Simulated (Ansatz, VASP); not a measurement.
## Two plane-wave programs on Fe2O

```xyz
6
Lattice="4.0576 0.0000 0.0000 0.0000 4.0576 0.0000 0.0000 0.0000 4.0576" Properties=species:S:1:pos:R:3 pbc="T T T"
Fe    1.0144    1.0144    1.0144
Fe    1.0144    3.0432    3.0432
Fe    3.0432    3.0432    1.0144
Fe    3.0432    1.0144    3.0432
O     0.0000    0.0000    0.0000
O     2.0288    2.0288    2.0288
```

Change from the starting cell: species swapped into the Ag2O type (Pn-3m, No. 224).

Alike in both runs: task single point; functional PBE; k mesh 4 × 4 × 4; occupations gaussian, width 0.1 eV; collinear spin.

|  | VASP | Ansatz |
| --- | --- | --- |
| version | VASP 6.6.1 | Ansatz 0.2.0 |
| potentials or method | VASP PAW PBE potentials, release 64 (Fe_sv, O_h), cutoff 1340 eV | scalar-relativistic, plane waves, PAW |
| valence electrons in the cell | 76 | 76 |

|  | VASP | Ansatz | Ansatz less VASP |
| --- | --- | --- | --- |
| gap on the k mesh at the Fermi level (eV) | none | none | - |
| pressure (GPa) | 12.3 | 13.0 | +0.69 |
| net moment per atom (μB) | 1.36 | 1.36 | 0.000 |
| size of the moment on the site where the two differ most (μB) | 1.98 | 1.79 | -0.190 |

Site moments also hang on the region over which each program counts them. A gap of «none» marks a metal or a gap that the smearing closes.

The k mesh is coarse, so the values compare programs but aren't converged.
